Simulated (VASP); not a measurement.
Write the native input for VASP 6.6.1 that does the following.

| Item | Value |
| --- | --- |
| Task | single point |
| Functional | PBE |
| Potentials or basis | VASP PAW PBE potentials, release 64 (As, In_d, Sb) |
| Cutoff | 520 eV |
| k mesh | 6 × 6 × 6 |
| Occupations | fermi-dirac, width 0.02 eV |
| Spin | no spin polarisation |
| Dipole correction | no |
| Further INCAR settings | ALGO = Normal; EDIFF = 1e-07; NBANDS = 36 |

The structure of In3Sb2As lies in POSCAR:

```
In3Sb2As
1.0
   -2.2488693046      2.2488693046      9.5221139091
    2.2488693046     -2.2488693046      9.5221139091
    2.2488693046      2.2488693046     -9.5221139091
As In Sb
1 3 2
Direct
    0.0000000000      0.0000000000      0.0000000000
    0.5760436367      0.0760436367      0.5000000000
    0.2500000000      0.7500000000      0.5000000000
    0.9239563633      0.4239563633      0.5000000000
    0.6630647924      0.6630647924      0.0000000000
    0.3369352076      0.3369352076      0.0000000000
```

The input as run:

INCAR

```
SYSTEM = In3Sb2As
PREC = Accurate
ENCUT = 520
EDIFF = 1E-7
ISMEAR = -1
SIGMA = 0.02
LREAL = .FALSE.
LASPH = .TRUE.
NELM = 60
ALGO = Normal
ISIF = 2
LWAVE = .FALSE.
LCHARG = .FALSE.
GGA = PE
NBANDS = 36
```

KPOINTS

```
Automatic mesh
0
G
  6 6 6
  0 0 0
```

Potentials or basis: VASP PAW PBE potentials, release 64 (As, In_d, Sb).

Run with:

```sh
$ cat potpaw_PBE.64/As/POTCAR potpaw_PBE.64/In_d/POTCAR potpaw_PBE.64/Sb/POTCAR > POTCAR
$ mpirun -np 1 vasp_std > vasp.out
```

Results of the run:

| Property | Result |
| --- | --- |
| Pressure | 2.9 GPa |
| Largest force | 0.031 eV/Å |
| Band gap on the k mesh | zero (filled and empty bands touch) |

Caveat: semilocal functionals underestimate gaps, and a narrow one can read as zero; spin-orbit coupling is left out, which moves the levels of the heavy elements.

Run time: 12 min on 1 thread of Intel(R) Xeon(R) 6975P-C (Granite Rapids), with other jobs on the host, peak memory 0.99 GiB.
